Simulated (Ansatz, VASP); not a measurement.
## Si: VASP beside Ansatz

Contents of INCAR:

```
PREC     = Accurate       # precision mode
ENCUT    = 500            # plane-wave cutoff, eV
EDIFF    = 1E-6           # SCF threshold, eV
ISMEAR   = 0              # smearing method
SIGMA    = 0.02           # smearing width, eV
LREAL    = False          # projectors in reciprocal space
LASPH    = True           # aspherical terms in the spheres
NELM     = 120            # most SCF steps
ALGO     = Normal         # electronic algorithm
ISIF     = 2              # what is computed and relaxed
LWAVE    = False          # write WAVECAR
LCHARG   = False          # write CHGCAR
GGA      = PE             # functional
NBANDS   = 11             # bands
GGA_COMPAT= False
```

KPOINTS

```
regular mesh
0
Gamma
  8 8 8
```

Contents of POSCAR:

```
Si
1.0
    0.0000000000      2.7348308103      2.7348308103
    2.7348308103      0.0000000000      2.7348308103
    2.7348308103      2.7348308103      0.0000000000
Si
2
Direct
    0.0000000000      0.0000000000      0.0000000000
    0.2500000000      0.2500000000      0.2500000000
```

Input for Ansatz:

```yaml
crystal:
  lattice:
    - [0.0, 2.7348308103, 2.7348308103]
    - [2.7348308103, 0.0, 2.7348308103]
    - [2.7348308103, 2.7348308103, 0.0]
  atoms:
    - { symbol: Si, position: [0.0, 0.0, 0.0] }
    - { symbol: Si, position: [0.25, 0.25, 0.25] }
basis:
  ecutwfc: 420
kpoints:
  mp_grid: { grid: [8, 8, 8] }
  band_path:
    path:
      - [[0.0, 0.0, 0.0], [0.5, 0.0, 0.5], [0.625, 0.25, 0.625]]
      - [[0.375, 0.375, 0.75], [0.0, 0.0, 0.0], [0.5, 0.5, 0.5], [0.5, 0.25, 0.75], [0.5, 0.0, 0.5]]
    npoints: 10
hamiltonian:
  xc: pbe
  pseudopotentials: { kind: paw, azcp: { folder: soft_1 } }
scf:
  occupations: { method: gaussian, width: 0.02 }
  n_extra_bands: 7
output:
  forces: true
  stress: true
  eigenvalues: true
```

Alike in both runs: task single point; functional PBE; k mesh 8 × 8 × 8; occupations gaussian, width 0.02 eV; no spin polarisation.

|  | VASP | Ansatz |
| --- | --- | --- |
| version | VASP 6.6.1 | Ansatz 0.2.0 |
| potentials or method | VASP PAW PBE potentials, release 64 (Si), cutoff 500 eV | scalar-relativistic, plane waves, PAW |
| valence electrons in the cell | 8 | 8 |

```csv
,VASP,Ansatz,Ansatz less VASP
gap on the k mesh at the Fermi level (eV),0.65,0.65,-0.002
least direct gap on the mesh (eV),2.56,2.55,-0.005
pressure (GPa),0.0,0.0,+0.06
```

With one functional, cell and mesh, what is left measures potentials, basis and numerics.
